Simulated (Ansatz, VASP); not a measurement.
## Si: VASP beside Ansatz

Contents of INCAR:

```
  PREC = Accurate
  ENCUT = 520
  EDIFF = 1E-7
  ISMEAR = -1
  SIGMA = 0.05
  LREAL = F
  LASPH = T
  NELM = 60
  ALGO = Normal
  ISIF = 2
  LWAVE = F
  LCHARG = F
  GGA = PE
  NBANDS = 11
```

File KPOINTS:

```
Automatic mesh
0
Gamma
  16 16 16
```

The input POSCAR:

```
Si
1.0
   -2.2692175000      2.3733800000      1.2744125000
    2.2564675000     -2.3861300000      1.2755875000
    2.2455325000      2.3636200000     -1.2980975000
Si
2
Direct
    0.8070000000      0.5570000000      0.2500000000
    0.1930000000      0.4430000000      0.7500000000
```

Input for Ansatz:

```yaml
crystal:
  lattice:
    - [-2.2692175, 2.37338, 1.2744125]
    - [2.2564675, -2.38613, 1.2755875]
    - [2.2455325, 2.36362, -1.2980975]
  atoms:
    - { symbol: Si, position: [0.807, 0.557, 0.25] }
    - { symbol: Si, position: [0.193, 0.443, 0.75] }
kpoints:
  mp_grid: { grid: [16, 16, 16] }
  band_path:
    path:
      - [0.0, 0.0, 0.0]
      - [-0.5, 0.5, 0.0]
      - [0.0, 0.0, -0.5]
      - [0.0, 0.0, 0.0]
      - [0.0, -0.5, 0.5]
      - [-0.5, 0.0, 0.0]
      - [0.0, 0.0, 0.0]
      - [0.0, -0.5, 0.0]
      - [-0.5, 0.0, 0.5]
    npoints: 5
scf:
  occupations: { method: fermi_dirac, width: 0.05 }
hamiltonian:
  xc: pbe
  pseudopotentials: { kind: all_electron, lapw: { basis_error: 0.0005 } }
output:
  forces: true
  stress: true
  eigenvalues: true
```

Change from the starting cell: equal xy, yz and zx shear strains of -1 %.

Alike in both runs: task single point; functional PBE; k mesh 16 × 16 × 16; occupations fermi-dirac, width 0.05 eV; no spin polarisation.

|  | VASP | Ansatz |
| --- | --- | --- |
| version | VASP 6.6.1 | Ansatz 0.2.0 |
| potentials or method | VASP PAW PBE potentials, release 64 (Si), cutoff 520 eV | all-electron LAPW, scalar-relativistic |

|  | VASP | Ansatz | Ansatz less VASP |
| --- | --- | --- | --- |
| pressure (GPa) | 15.7 | 15.7 | +0.07 |
| traceless stress, the component that is largest in VASP (GPa) | 1.83 | 1.83 | 0.000 |
| rms of the force components (eV/Å) | 0.018 | 0.018 | 0.0000 |

Atom by atom the forces differ by 0.002 eV/Å (rms over components). Ansatz ran all-electron here, and VASP with PAW potentials.
